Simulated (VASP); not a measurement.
A run of VASP 6.6.1 is set up as follows.

Contents of INCAR:

```
ALGO = Normal ; EDIFF = 1E-6
ENCUT = 520 ; GGA = PS
ISIF = 2 ; ISMEAR = 0
LASPH = T ; LCHARG = F
LREAL = F ; LWAVE = F
NBANDS = 12 ; NELM = 60
PREC = Accurate ; SIGMA = 0.1
```

KPOINTS

```
k-points
0
Gamma
  18 18 18
```

The input POSCAR:

```
Nb
1.0
   -1.6360727347      1.6360727347      1.6360727347
    1.6360727347     -1.6360727347      1.6360727347
    1.6360727347      1.6360727347     -1.6360727347
Nb
1
Direct
    0.0000000000      0.0000000000      0.0000000000
```

Potentials or basis: VASP PAW PBE potentials, release 64 (Nb_sv).

Command:

```bash
$ cat potpaw_PBE.64/Nb_sv/POTCAR > POTCAR
$ mpirun -np 1 vasp_std > vasp.out
```

(1) Estimate the pressure.

Answers

(1) -0.3 GPa.

Caveat: the PAW data sets were made with another functional, which shifts forces and pressure a little.
